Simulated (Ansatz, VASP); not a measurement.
## Two plane-wave programs on BP

POSCAR

```
BP
1.0
    0.0000000000      2.2683156689      2.3363651390
    2.2683156689      0.0000000000      2.3363651390
    2.2683156689      2.2683156689      0.0000000000
B P
1 1
Direct
    0.0000000000      0.0000000000      0.0000000000
    0.2500000000      0.2500000000      0.2500000000
```

Contents of INCAR.step1:

```
SYSTEM = BP
  ALGO = Normal
  EDIFF = 1E-4
  ENCUT = 520
  GGA = PE
  ISMEAR = 0
  LASPH = .TRUE.
  LCHARG = .FALSE.
  LREAL = .FALSE.
  LWAVE = .TRUE.
  NBANDS = 11
  NELM = 80
  PREC = Accurate
  SIGMA = 0.01
```

File INCAR.step2:

```
SYSTEM = BP
  ALGO = Normal
  EDIFF = 1E-7
  ENCUT = 520
  ISIF = 2
  ISMEAR = 0
  ISTART = 1
  LASPH = .TRUE.
  LCHARG = .TRUE.
  LELF = .TRUE.
  LMIXTAU = .TRUE.
  LREAL = .FALSE.
  LVHAR = .TRUE.
  LWAVE = .FALSE.
  METAGGA = R2SCAN
  NBANDS = 11
  NELM = 80
  PREC = Accurate
  SIGMA = 0.01
```

File KPOINTS:

```
k-points
0
G
  10 10 10
  0 0 0
```

Input for Ansatz:

```yaml
crystal:
  lattice:
    - [0.0, 2.2683156689, 2.336365139]
    - [2.2683156689, 0.0, 2.336365139]
    - [2.2683156689, 2.2683156689, 0.0]
  atoms:
    - { symbol: B, position: [0.0, 0.0, 0.0] }
    - { symbol: P, position: [0.25, 0.25, 0.25] }
kpoints:
  mp_grid: { grid: [10, 10, 10] }
  band_path:
    path:
      - [0.0, 0.0, 0.0]
      - [-0.5, -0.5, 0.0]
      - [-0.375, -0.375, 0.25]
      - [-0.375, 0.0, 0.375]
      - [0.0, 0.0, 0.5]
      - [-0.5, -0.25, 0.25]
      - [0.0, 0.408854, 0.408854]
    npoints: 1
hamiltonian:
  xc: r2scan
scf:
  occupations: { method: fixed }
  n_extra_bands: 4
output:
  forces: true
  stress: true
  eigenvalues: true
  write_density: true
  write_potential: true
  elf: true
  volumetric_format: npy
```

Change from the starting cell: uniaxial_z strain +3.0%.

Alike in both runs: task single point; functional r2SCAN; k mesh 10 × 10 × 10; no spin polarisation.

|  | VASP | Ansatz |
| --- | --- | --- |
| version | VASP 6.6.1 | Ansatz 0.2.0 |
| potentials or method | VASP PAW PBE potentials, release 64 (B, P) | plane waves, PAW |
| plane-wave cutoff (eV) | 520 | 500 |
| occupations | gaussian, width 0.01 eV | fixed |
| valence electrons in the cell | 8 | 8 |

```csv
,VASP,Ansatz,Ansatz less VASP
gap on the k mesh at the Fermi level (eV),1.25,1.22,-0.029
pressure (GPa),-5.2,-4.8,+0.48
"traceless stress, the component that is largest in VASP (GPa)",-5.76,-5.74,+0.025
```

VASP's potentials were made for PBE, not for r2SCAN.
